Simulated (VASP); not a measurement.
Input of a VASP 6.6.1 run:

The input INCAR:

```
  PREC = Accurate
  ENCUT = 520
  EDIFF = 1E-6
  ISMEAR = 0
  SIGMA = 0.05
  LREAL = False
  LASPH = True
  NELM = 100
  ALGO = Normal
  ISIF = 2
  LWAVE = False
  LCHARG = True
  GGA = PE
  LELF = True
  LVHAR = True
  NBANDS = 24
```

The input KPOINTS:

```
regular mesh
0
Gamma
  9 9 6
```

The input POSCAR:

```
CaO
1.0
    3.9321596488      0.0000000000      0.0000000000
   -1.9660798244      3.4053501476      0.0000000000
    0.0000000000      0.0000000000      4.7207023192
Ca O
2 2
Direct
    0.3333333333      0.6666666667      0.7500000000
    0.6666666667      0.3333333333      0.2500000000
    0.3333333333      0.6666666667      0.2500000000
    0.6666666667      0.3333333333      0.7500000000
```

Potentials or basis: VASP PAW PBE potentials, release 64 (Ca_sv, O).

Run with:

```console
$ cat potpaw_PBE.64/Ca_sv/POTCAR potpaw_PBE.64/O/POTCAR > POTCAR
$ mpirun -np 1 vasp_std > vasp.out
```

(1) Estimate the band gap on the k mesh.

(2) Estimate the pressure.

Answers

(1) 3.32 eV.

(2) 5.9 GPa.

Caveat: the cell stands under pressure; an odd mesh through Γ misses points on the zone boundary, where band edges can lie.
